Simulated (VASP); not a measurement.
# TaN (P-6m2) in VASP: further runs

TaN is run at these levels: PBE; tasks: relaxation of shape and atoms at fixed volume.

Everything below comes from runs of VASP 6.6.1. Logs are shortened: lines on timing, memory, paths and dates and some standing lists are left out, and cuts for length are marked.

**1. The cell of the first run**

Symmetry: P-6m2, No. 187, hexagonal system. The conventional cell has a = 3.010 Å, b = 3.010 Å, c = 2.951 Å, α = 90.00°, β = 90.00°, γ = 120.00°. Ta (site symmetry -6m2) has 6 N at 2.28 Å and 8 Ta at 2.95 to 3.01 Å within 3.1 Å. N (site symmetry -6m2) has 6 Ta at 2.28 Å and 8 N at 2.95 to 3.01 Å within 3.1 Å.

**2. Relaxation of shape and atoms at fixed volume, PBE (11.58 Å³/atom)**

The input, INCAR:

```
ALGO = Normal
EDIFF = 1E-7
EDIFFG = -0.01
ENCUT = 600
GGA = PE
GGA_COMPAT = F
IBRION = 2
ISIF = 4
ISMEAR = 0
LASPH = T
LCHARG = F
LREAL = F
LWAVE = F
NELM = 120
NELMIN = 4
NSW = 50
PREC = Accurate
SIGMA = 0.1
```

The input, KPOINTS:

```
k-points
0
Gamma
  18 18 14
```

The input, POSCAR:

```
TaN
1.0
    3.0098049760      0.0000000000      0.0000000000
   -1.5049024880      2.6065675697      0.0000000000
    0.0000000000      0.0000000000      2.9511528740
Ta N
1 1
Direct
    0.3333333333      0.6666666667      0.5000000000
    0.0000000000      0.0000000000      0.0000000000
```

Potentials or basis: VASP PAW PBE potentials, release 64 (Ta_pv, N).

Launch:

```bash
cat potpaw_PBE.64/Ta_pv/POTCAR potpaw_PBE.64/N/POTCAR > POTCAR
mpirun -np 1 vasp_std > vasp.out
```

OUTCAR:

```text
EDIFF = 1E-7
   EDIFFG = -0.01
   ENCUT = 600
   GGA = PE
   IBRION = 2
   ISIF = 4
   ISMEAR = 0
   LASPH = T
   LREAL = F
   NELM = 120
   NELMIN = 4
   NSW = 50
   PREC = Accurate

 ion  position               nearest neighbor table
   1  0.333  0.667  0.500-   2 2.28   2 2.28   2 2.28   2 2.28   2 2.28   2 2.28
   2  0.000  0.000  0.000-   1 2.28   1 2.28   1 2.28   1 2.28   1 2.28   1 2.28

  LATTYP: Found a hexagonal cell.
 ALAT       =     3.0098049760
 C/A-ratio  =     0.9805129892

  Lattice vectors:

 A1 = (   3.0098049760,   0.0000000000,   0.0000000000)
 A2 = (  -1.5049024880,   2.6065675697,   0.0000000000)
 A3 = (   0.0000000000,   0.0000000000,   2.9511528740)

Analysis of symmetry for initial positions (statically):
=====================================================================
 Subroutine PRICEL returns:
 Original cell was already a primitive cell.

 Routine SETGRP: Setting up the symmetry group for a
 hexagonal supercell.

 Subroutine GETGRP returns: Found 12 space group operations
 (whereof 12 operations were pure point group operations)
 out of a pool of 24 trial point group operations.

The static configuration has the point symmetry D_3h.

Analysis of symmetry for dynamics (positions and initial velocities):
=====================================================================
 Subroutine PRICEL returns:
 Original cell was already a primitive cell.

 Routine SETGRP: Setting up the symmetry group for a
 hexagonal supercell.

 Subroutine GETGRP returns: Found 12 space group operations
 (whereof 12 operations were pure point group operations)
 out of a pool of 24 trial point group operations.

The dynamic configuration has the point symmetry D_3h.

 Subroutine INISYM returns: Found 12 space group operations
 (whereof 12 operations are pure point group operations),
 and found     1 'primitive' translations

----------------------------------------------------------------------------------------

                                     Primitive cell

  volume of cell :      23.1526

  direct lattice vectors                    reciprocal lattice vectors
     3.009804976  0.000000000  0.000000000     0.332247441  0.191823149  0.000000000
    -1.504902488  2.606567570  0.000000000     0.000000000  0.383646299  0.000000000
     0.000000000  0.000000000  2.951152874     0.000000000  0.000000000  0.338850626

  length of vectors
     3.009804976  3.009804976  2.951152874     0.383646299  0.383646299  0.338850626

  position of ions in fractional coordinates (direct lattice)
     0.333333333  0.666666667  0.500000000
     0.000000000  0.000000000  0.000000000

  ion indices of the primitive-cell ions
   primitive index   ion index
                 1           1
                 2           2

----------------------------------------------------------------------------------------

 KPOINTS: k-points

Automatic generation of k-mesh.
 Grid dimensions read from file:
 generate k-points for:   18   18   14

 Generating k-lattice:

  Cartesian coordinates                     Fractional coordinates (reciprocal lattice)
     0.018458191  0.010656842  0.000000000     0.055555556  0.000000000  0.000000000
     0.000000000  0.021313683  0.000000000     0.000000000  0.055555556  0.000000000
     0.000000000  0.000000000  0.024203616     0.000000000  0.000000000  0.071428571

  Length of vectors
     0.021313683  0.021313683  0.024203616

  Shift w.r.t. Gamma in fractional coordinates (k-lattice)
     0.000000000  0.000000000  0.000000000

 Subroutine IBZKPT returns following result:
 ===========================================

 Found    296 irreducible k-points:

 Following reciprocal coordinates:
            Coordinates               Weight
  0.000000  0.000000  0.000000      1.000000
  0.055556  0.000000  0.000000      6.000000
  0.111111  0.000000  0.000000      6.000000
  0.166667  0.000000  0.000000      6.000000
  0.222222 -0.000000  0.000000      6.000000
  0.277778  0.000000  0.000000      6.000000
[... 16 lines left out ...]
  0.333333  0.111111  0.000000     12.000000
  0.388889  0.111111  0.000000     12.000000
 [... further k-points ...]
   k-points           NKPTS =    296   k-points in BZ     NKDIM =    296   number of bands    NBANDS=     12
   number of dos      NEDOS =    301   number of ions     NIONS =      2
   total plane-waves  NPLWV =  13824
   dimension x,y,z NGX =    24 NGY =   24 NGZ =   24
   dimension x,y,z NGXF=    48 NGYF=   48 NGZF=   48
   ions per type =               1   1
   NGX,Y,Z   is equivalent  to a cutoff of  13.26, 13.26, 13.52 a.u.
   NGXF,Y,Z  is equivalent  to a cutoff of  26.51, 26.51, 27.04 a.u.
 SYSTEM =  unknown system
   PREC   = accura    normal or accurate (medium, high low for compatibility)
   ISTART =      0    job   : 0-new  1-cont  2-samecut
   ICHARG =      2    charge: 1-file 2-atom 10-const
   ISPIN  =      1    spin polarized calculation?
   LNONCOLLINEAR =      F non collinear calculations
   LSORBIT =      F    spin-orbit coupling
   LASPH  =      T    aspherical Exc in radial PAW
   ENCUT  =  600.0 eV  44.10 Ry    6.64 a.u.   6.01  6.01  5.89*2*pi/ulx,y,z
   NELM   =    120;   NELMIN=  4; NELMDL= -5     # of ELM steps
   EDIFF  = 0.1E-06   stopping-criterion for ELM
   LREAL  =      F    real-space projection
   EDIFFG = -.1E-01   stopping-criterion for IOM
   NSW    =     50    number of steps for IOM
   IBRION =      2    ionic relax: 0-MD 1-quasi-New 2-CG
   NFREE  =      1    steps in history (QN), initial steepest desc. (CG)
   ISIF   =      4    stress and relaxation
   ISYM   =      2    0-nonsym 1-usesym 2-fastsym
   POTIM  = 0.5000    time-step for ionic-motion
   TEBEG  =    0.0;   TEEND  =   0.0 temperature during run
   PSTRESS=    0.0 pullay stress
   NELECT =      16.0000    total number of electrons
   NUPDOWN=      -1.0000    fix difference up-down
   EMIN   =  10.00;   EMAX   =-10.00  energy-range for DOS
   EFERMI =   0.00;   METHOD = LEGACY
   ISMEAR =     0;   SIGMA  =   0.10  broadening in eV -4-tet -1-fermi 0-gaus
   EFERMI_NEDOS =   21; number of points for ismear=-14 and -15
   IALGO  =     38    algorithm
   IMIX   =      4    mixing-type and parameters
     AMIX     =   0.40;   BMIX     =  1.00
     AMIX_MAG =   1.60;   BMIX_MAG =  1.00
  volume/ion in A,a.u.               =      11.58        78.12
  Fermi-wavevector in a.u.,A,eV,Ry     =   1.447377  2.735147 28.502866  2.094902
  Thomas-Fermi vector in A             =   2.565339
   LORBIT       =      0    0 simple, 1 ext, 2 COOP (PROOUT), +10 PAW based schemes
   GGA     = PE    functional components
   LHFCALC =     F    Hartree Fock is set to
   AEXX    =    0.0000 exact exchange contribution
   IVDW    =     0    specifies the selected vdW correction
   LEPSILON=     F    determine dielectric tensor
   LRPA    =     F    only Hartree local field effects (RPA)
 conjugate gradient relaxation of ions
 non-spin polarized calculation
 Gauss-broadening in eV      SIGMA  =   0.10
  energy-cutoff  :      600.00
  volume of cell :       23.15
 maximum number of plane-waves:       798
   NGX = 13   NGY = 13   NGZ = 11

--------------------------------------- Ionic step        1  -------------------------------------------

 number of electron      16.0000000 magnetization

 Free energy of the ion-electron system (eV)
  ---------------------------------------------------
  ext. energy  EPLUGINS =         0.00000000
  ---------------------------------------------------
  free energy    TOTEN  =       -22.37940590 eV

  energy without entropy =      -22.37913271  energy(sigma->0) =      -22.37926930

------------------------ aborting loop because EDIFF is reached ----------------------------------------

  FORCE on cell =-STRESS in cart. coord.  units (eV):
  Direction    XX          YY          ZZ          XY          YZ          ZX
  --------------------------------------------------------------------------------------
  -------------------------------------------------------------------------------------
  Total       -2.4095077     -2.4095077     -2.5304364      0.0000000      0.0000000      0.0000000
  in kB     -166.7400227   -166.7400227   -175.1083945      0.0000000      0.0000000      0.0000000
  external PRESSURE =    -169.5294800 kB  Pullay stress =       0.0000000 kB

 VOLUME and BASIS-vectors are now :
 -----------------------------------------------------------------------------
  energy-cutoff  :      600.00
  volume of cell :       23.15
      direct lattice vectors                 reciprocal lattice vectors
     3.009804976  0.000000000  0.000000000     0.332247441  0.191823149  0.000000000
    -1.504902488  2.606567570  0.000000000     0.000000000  0.383646299  0.000000000
     0.000000000  0.000000000  2.951152874     0.000000000  0.000000000  0.338850626
[... 37 lines left out ...]
 POSITION                                       TOTAL-FORCE (eV/Angst)
 -----------------------------------------------------------------------------------
     -0.00000      1.73940      1.47271         0.000000     -0.000000     -0.000000
      3.01273      0.00000      0.00000        -0.000000      0.000000      0.000000
 -----------------------------------------------------------------------------------
    total drift:                                0.000000     -0.000000     -0.000000

  FREE ENERGIE OF THE ION-ELECTRON SYSTEM (eV)
  ---------------------------------------------------
  free  energy   TOTEN  =       -22.3794147085 eV

  energy  without entropy=      -22.3791382396  energy(sigma->0) =      -22.37927647

--------------------------------------- Ionic step        3  -------------------------------------------

 number of electron      16.0000000 magnetization

 Free energy of the ion-electron system (eV)
  ---------------------------------------------------
  ext. energy  EPLUGINS =         0.00000000
  ---------------------------------------------------
  free energy    TOTEN  =       -22.37946704 eV

  energy without entropy =      -22.37919222  energy(sigma->0) =      -22.37932963

 E-fermi :   7.5172     XC(G=0): -12.9556

 val. band max:        7.4848104030   @ k =   0.0000   0.0000   0.4286
 cond. band min:       7.5473195467   @ k =   0.0556   0.0000   0.5000
 fundamental gap:      0.0625091437
 Fermi energy:         7.5171812364

 k-point     1 :       0.0000    0.0000    0.0000
  band No.  band energies     occupation
      1     -27.5339      2.00000
      2     -27.3089      2.00000
      3     -27.3089      2.00000
      4      -9.7229      2.00000
      5       3.2477      2.00000
      6       3.2477      2.00000
      7       3.6322      2.00000
      8       4.7049      2.00000
      9       9.1858      0.00000
     10      10.7947      0.00000
     11      10.7947      0.00000
     12      11.1277      0.00000

 k-point     2 :       0.0556    0.0000    0.0000
  band No.  band energies     occupation
      1     -27.5307      2.00000
      2     -27.3344      2.00000
      3     -27.3145      2.00000
      4      -9.6669      2.00000
      5       3.0506      2.00000
      6       3.2908      2.00000
      7       3.7161      2.00000
      8       4.6216      2.00000
      9       9.4105      0.00000
     10      10.6755      0.00000
     11      10.8038      0.00000
     12      11.0988      0.00000
[... 316 lines left out ...]
 k-point    24 :       0.3889    0.1111    0.0000
  band No.  band energies     occupation
      1     -28.0509      2.00000
      2     -27.5431      2.00000
      3     -27.4275      2.00000
      4      -7.6979      2.00000
      5      -0.1588      2.00000
      6       2.7511      2.00000
      7       3.4897      2.00000
      8       5.3914      2.00000
      9       9.6590      0.00000
     10      10.2745      0.00000
     11      11.5972      0.00000
     12      13.0509      0.00000

 [... further k-points ...]
[... 5 lines left out ...]
  --------------------------------------------------------------------------------------
  -------------------------------------------------------------------------------------
  Total       -2.4451279     -2.4451279     -2.4438431      0.0000000      0.0000000      0.0000000
  in kB     -169.2049721   -169.2049721   -169.1160580      0.0000000      0.0000000      0.0000000
  external PRESSURE =    -169.1753341 kB  Pullay stress =       0.0000000 kB

 VOLUME and BASIS-vectors are now :
 -----------------------------------------------------------------------------
  energy-cutoff  :      600.00
  volume of cell :       23.15
      direct lattice vectors                 reciprocal lattice vectors
     3.011327712  0.000000000  0.000000000     0.332079433  0.191726150 -0.000000000
    -1.505663856  2.607886298 -0.000000000    -0.000000000  0.383452300  0.000000000
     0.000000000  0.000000000  2.948169014    -0.000000000  0.000000000  0.339193579

 POSITION                                       TOTAL-FORCE (eV/Angst)
 -----------------------------------------------------------------------------------
     -0.00000      1.73859      1.47408        -0.000000      0.000000     -0.000000
     -1.50566      2.60789      2.94817         0.000000      0.000000      0.000000
 -----------------------------------------------------------------------------------
    total drift:                                0.000000     -0.000000     -0.000000

  FREE ENERGIE OF THE ION-ELECTRON SYSTEM (eV)
  ---------------------------------------------------
  free  energy   TOTEN  =       -22.3794670359 eV

  energy  without entropy=      -22.3791922206  energy(sigma->0) =      -22.37932963

 reached required accuracy - stopping structural energy minimisation
```

Wall time 80 s (1 thread of AMD EPYC 9R45 (Zen 5), shared host); peak memory 0.2 GiB.

What came out:

```
Free energy               : -22.3795 eV
Energy gained by relaxing : 0.0 meV/atom
Ionic steps               : 3
Pressure after relaxing   : -16.9 GPa
Band gap on the k mesh    : zero (bands 8 and 9 overlap by 0.29 eV)
```

Final structure:
```yaml
crystal:
  lattice:
    - [3.01133, 0.00000, 0.00000]
    - [-1.50566, 2.60789, 0.00000]
    - [0.00000, 0.00000, 2.94817]
  atoms:
    - { symbol: Ta, position: [0.33333, 0.66667, 0.50000] }
    - { symbol: N, position: [0.00000, 0.00000, 0.00000] }
```

Levels at points of the mesh, in eV from the Fermi level:
| k point | band 5 | band 6 | band 7 | band 8 | band 9 | band 10 | band 11 | band 12 |
| --- | --- | --- | --- | --- | --- | --- | --- | --- |
| (0.00, 0.00, 0.00) | -4.27 | -4.27 | -3.88 | -2.81 | 1.67 | 3.28 | 3.28 | 3.61 |
| (0.50, 0.00, 0.00) | -7.88 | -4.82 | -3.19 | -3.05 | 2.74 | 3.59 | 4.77 | 4.83 |
| (0.00, 0.00, 0.50) | -8.90 | -3.52 | -3.52 | -0.07 | -0.07 | 2.23 | 3.11 | 3.11 |
| (0.50, 0.00, 0.50) | -6.91 | -5.89 | -5.30 | -0.47 | 3.67 | 4.80 | 5.44 | 6.43 |

Caveat: spin-orbit coupling is left out, which moves the levels of the heavy elements.

**3. Relaxation of shape and atoms at fixed volume, PBE (12.01 Å³/atom)**

This run uses another cell than the first one, of 12.01 Å³/atom.

INCAR is that of step 2.

KPOINTS is that of step 2.

The input, POSCAR:

```
TaN
1.0
    3.0489326797      0.0000000000      0.0000000000
   -1.5244663399      2.6404531551      0.0000000000
    0.0000000000      0.0000000000      2.9844174335
Ta N
1 1
Direct
    0.3333333333      0.6666666667      0.5000000000
    0.0000000000      0.0000000000      0.0000000000
```

Potentials or basis: VASP PAW PBE potentials, release 64 (Ta_pv, N).

Launch:

```bash
cat potpaw_PBE.64/Ta_pv/POTCAR potpaw_PBE.64/N/POTCAR > POTCAR
mpirun -np 1 vasp_std > vasp.out
```

Wall time 82 s (1 thread of AMD EPYC 9R45 (Zen 5), shared host); peak memory 0.21 GiB.

Results (log left out):

```yaml
Free_energy: -22.2634 eV
Energy_gained_by_relaxing: 0.1 meV/atom
Ionic_steps: 3
Pressure_after_relaxing: -25.8 GPa
Band_gap_on_the_k_mesh: zero (bands 8 and 9 overlap by 0.28 eV)
```

The path:
| step | energy change (eV) | largest force (eV/Å) | pressure (GPa) | volume (Å³) |
| --- | --- | --- | --- | --- |
| 1 | 0.0000 | 0.0000 | -25.82 | 24.03 |
| 2 | 0.0000 | 0.0000 | -25.74 | 24.03 |
| 3 | -0.0001 | 0.0000 | -25.78 | 24.03 |

Final structure:
```cif
data_structure
_symmetry_space_group_name_H-M 'P 1'
_symmetry_Int_Tables_number 1
_cell_length_a 3.0510
_cell_length_b 3.0510
_cell_length_c 2.9804
_cell_angle_alpha 90.000
_cell_angle_beta 90.000
_cell_angle_gamma 120.000
_cell_volume 24.03
loop_
_atom_site_label
_atom_site_type_symbol
_atom_site_fract_x
_atom_site_fract_y
_atom_site_fract_z
_atom_site_occupancy
Ta1 Ta 0.33333 0.66667 0.50000 1
N1 N 0.00000 0.00000 0.00000 1
```

Levels at points of the mesh, in eV from the Fermi level:
```csv
k point,band 4,band 5,band 6,band 7,band 8,band 9,band 10,band 11,band 12
"(0.00, 0.00, 0.00)",-16.97,-4.13,-4.13,-3.73,-2.74,1.39,3.13,3.13,3.42
"(0.50, 0.00, 0.00)",-15.08,-7.67,-4.63,-3.05,-2.99,2.61,3.37,4.51,4.63
"(0.00, 0.00, 0.50)",-14.86,-8.67,-3.41,-3.41,-0.06,-0.06,2.15,2.98,2.98
"(0.50, 0.00, 0.50)",-15.16,-6.71,-5.73,-5.11,-0.51,3.43,4.53,5.14,6.11
```

Caveat: spin-orbit coupling is left out, which moves the levels of the heavy elements.

**4. Relaxation of shape and atoms at fixed volume, PBE (9.94 Å³/atom)**

This run uses another cell than the first one, of 9.94 Å³/atom.

The input, INCAR:

```
PREC = Accurate ; ENCUT = 600
EDIFF = 1E-7 ; ISMEAR = 0
SIGMA = 0.1 ; LREAL = False
LASPH = True ; NELM = 120
ALGO = Normal ; ISIF = 4
LWAVE = False ; LCHARG = False
GGA = PE ; IBRION = 2
NSW = 50 ; EDIFFG = -0.01
GGA_COMPAT = False ; NELMIN = 4
```

The input, KPOINTS:

```
regular mesh
0
Gamma
  18 18 14
```

The input, POSCAR:

```
TaN
1.0
    2.8552717650      0.0000000000      0.0000000000
   -1.4276358825      2.4727378832      0.0000000000
    0.0000000000      0.0000000000      2.8151986431
Ta N
1 1
Direct
    0.3333333333      0.6666666667      0.5000000000
    0.0000000000      0.0000000000      0.0000000000
```

Launch:

```bash
cat potpaw_PBE.64/Ta_pv/POTCAR potpaw_PBE.64/N/POTCAR > POTCAR
mpirun -np 1 vasp_std > vasp.out
```

Run time: 58 s. Hardware: 1 thread of Intel Xeon 6975P-C (Granite Rapids), shared host; peak memory 0.22 GiB.

It converged, with:

```
Free energy               : -22.2163 eV
Energy gained by relaxing : 0.1 meV/atom
Ionic steps               : 3
Pressure after relaxing   : 39.9 GPa
Band gap on the k mesh    : zero (bands 8 and 9 overlap by 0.30 eV)
```

The path:
```tsv
step	energy change (eV)	largest force (eV/Å)	pressure (GPa)	volume (Å³)
1	0.0000	0.0000	40.02	19.88
2	0.0001	0.0000	39.84	19.88
3	-0.0002	0.0000	39.94	19.88
```

Final structure:
```yaml
crystal:
  lattice:
    - [2.85299, 0.00000, 0.00000]
    - [-1.42649, 2.47076, 0.00000]
    - [0.00000, 0.00000, 2.81971]
  atoms:
    - { symbol: Ta, position: [0.33333, 0.66667, 0.50000] }
    - { symbol: N, position: [0.00000, 0.00000, 0.00000] }
```

Levels at points of the mesh, in eV from the Fermi level:
| k point | band 4 | band 5 | band 6 | band 7 | band 8 | band 9 | band 10 | band 11 | band 12 |
| --- | --- | --- | --- | --- | --- | --- | --- | --- | --- |
| (0.00, 0.00, 0.00) | -18.37 | -4.85 | -4.85 | -4.59 | -3.03 | 2.92 | 3.96 | 3.96 | 4.50 |
| (0.50, 0.00, 0.00) | -15.75 | -8.71 | -5.65 | -3.81 | -3.26 | 3.34 | 4.61 | 5.68 | 6.00 |
| (0.00, 0.00, 0.50) | -15.26 | -9.83 | -3.96 | -3.96 | -0.09 | -0.09 | 2.57 | 3.66 | 3.66 |
| (0.50, 0.00, 0.50) | -16.29 | -7.77 | -6.48 | -6.08 | -0.17 | 4.79 | 6.08 | 6.77 | 7.91 |

Caveat: spin-orbit coupling is left out, which moves the levels of the heavy elements.

**5. The runs side by side**

| cell | gap on the mesh (eV) | pressure (GPa) |
| --- | --- | --- |
| relaxed from a = 3.010, b = 3.010, c = 2.951 Å, angles 90.0, 90.0, 120.0°, 2 atoms | none | -16.9 |
| relaxed from a = 3.049, b = 3.049, c = 2.984 Å, angles 90.0, 90.0, 120.0°, 2 atoms | none | -25.8 |
| relaxed from a = 2.855, b = 2.855, c = 2.815 Å, angles 90.0, 90.0, 120.0°, 2 atoms | none | 39.9 |

Alike in all rows: task relaxation of shape and atoms at fixed volume; level PBE; potentials or basis VASP PAW PBE potentials, release 64 (Ta_pv, N); no spin polarisation; k mesh 18 × 18 × 14; cutoff (eV) 600; smearing gaussian 0.1 eV.

Caveats: spin-orbit coupling is left out, which moves the levels of the heavy elements.

Total energies depend on the potentials used, so only differences within one code and one set of settings carry meaning.
